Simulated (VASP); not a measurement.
Set up this calculation in VASP 6.6.1, as the native input.

```yaml
Task: single point
Functional: HSE06
Potentials_or_basis: VASP PAW PBE potentials, release 64 (Rb_sv, Br)
Cutoff: 520 eV
k_mesh: 4 × 4 × 4
Occupations: gaussian, width 0.01 eV
Spin: no spin polarisation
Dipole_correction: no
Grid_for_exact_exchange_PRECFOCK: Normal
Further_INCAR_settings: ALGO = Normal; EDIFF = 1e-06; NBANDS = 15
Share_of_exact_exchange: 0.25
Screening_parameter: 0.2079 1/Å
```

The system is RbBr.

```
CELL_PARAMETERS angstrom
0.00000 3.54319 3.44175
3.54319 0.00000 3.44175
3.54319 3.54319 0.00000
ATOMIC_POSITIONS crystal
Rb 0.00000 0.00000 0.00000
Br 0.50000 0.50000 0.50000
```

This cell differs from its parent crystal: epitaxial xy strain +2.4%.

The input as run:

POSCAR

```
RbBr
1.0
    0.0000000000      3.5431937686      3.4417547267
    3.5431937686      0.0000000000      3.4417547267
    3.5431937686      3.5431937686      0.0000000000
Rb Br
1 1
Direct
    0.0000000000      0.0000000000      0.0000000000
    0.5000000000      0.5000000000      0.5000000000
```

INCAR.step1

```
ALGO = Normal ; EDIFF = 1E-5
ENCUT = 520 ; GGA = PE
ISIF = 2 ; ISMEAR = 0
LASPH = True ; LCHARG = False
LREAL = False ; LWAVE = True
NBANDS = 15 ; NELM = 80
PREC = Accurate ; SIGMA = 0.01
```

INCAR.step2

```
ALGO = Normal ; EDIFF = 1E-6
ENCUT = 520 ; GGA = PE
HFSCREEN = 0.2079 ; ISIF = 2
ISMEAR = 0 ; ISTART = 1
LASPH = True ; LCHARG = False
LHFCALC = True ; LREAL = False
LWAVE = False ; NBANDS = 15
NELM = 80 ; PREC = Accurate
PRECFOCK = Normal ; SIGMA = 0.01
```

KPOINTS

```
k-points
0
Gamma
  4 4 4
```

Potentials or basis: VASP PAW PBE potentials, release 64 (Rb_sv, Br).

Command:

```bash
$ cat potpaw_PBE.64/Rb_sv/POTCAR potpaw_PBE.64/Br/POTCAR > POTCAR
$ cp INCAR.step1 INCAR
$ mpirun -np 1 vasp_std > vasp.out
$ cp INCAR.step2 INCAR
$ mpirun -np 1 vasp_std > vasp.out
```

Results of the run:

- Pressure: -0.2 GPa
- Band gap on the k mesh: 5.32 eV

Caveat: the cell differs from its parent crystal (epitaxial xy strain +2.4%); the PAW data sets were made with another functional, which shifts forces and pressure a little.

It took 8.9 min on 1 thread of Intel(R) Xeon(R) 6975P-C (Granite Rapids), with other jobs on the host, peak memory 0.34 GiB.
